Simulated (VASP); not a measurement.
Write the native input for VASP 6.6.1 that does the following.

```yaml
Task: single point
Functional: PBEsol
Potentials_or_basis: VASP PAW PBE potentials, release 64 (Se)
Cutoff: 520 eV
k_mesh: 6 × 6 × 5
Occupations: fermi-dirac, width 0.03 eV
Spin: no spin polarisation
Dipole_correction: no
Further_INCAR_settings: ALGO = Normal; EDIFF = 1e-06; NBANDS = 16
```

The structure of Se lies in POSCAR:

```
Se
1.0
    4.3661999489      0.0000000000      0.0000000000
   -2.1830999745      3.7812400738      0.0000000000
    0.0000000000      0.0000000000      4.8545280000
Se
3
Direct
    0.2254000000      0.0000000000      0.3333333333
    0.0000000000      0.2254000000      0.6666666667
    0.7746000000      0.7746000000      0.0000000000
```

This cell differs from its parent crystal: zz strain of -2 %.

These files were run (other wordings do the same):

INCAR

```
PREC = Accurate ; ENCUT = 520
EDIFF = 1E-6 ; ISMEAR = -1
SIGMA = 0.03 ; LREAL = False
LASPH = True ; NELM = 100
ALGO = Normal ; ISIF = 2
LWAVE = False ; LCHARG = False
GGA = PS ; NBANDS = 16
```

KPOINTS

```
Automatic mesh
0
Gamma
  6 6 5
```

Potentials or basis: VASP PAW PBE potentials, release 64 (Se).

Command:

```console
$ cat potpaw_PBE.64/Se/POTCAR > POTCAR
$ mpirun -np 1 vasp_std > vasp.out
```

It gave:

```
Pressure               : 2.1 GPa
Largest force          : 0.589 eV/Å
Band gap on the k mesh : 1.19 eV (least direct gap 1.61 eV)
```

Caveat: the cell differs from its parent crystal (zz strain of -2 %); the PAW data sets were made with another functional, which shifts forces and pressure a little; an odd mesh through Γ misses points on the zone boundary, where band edges can lie.

Wall time 29 s on 1 thread of AMD EPYC 7R43 64-Core Processor (Zen 3), on a shared host, peak memory 0.15 GiB.
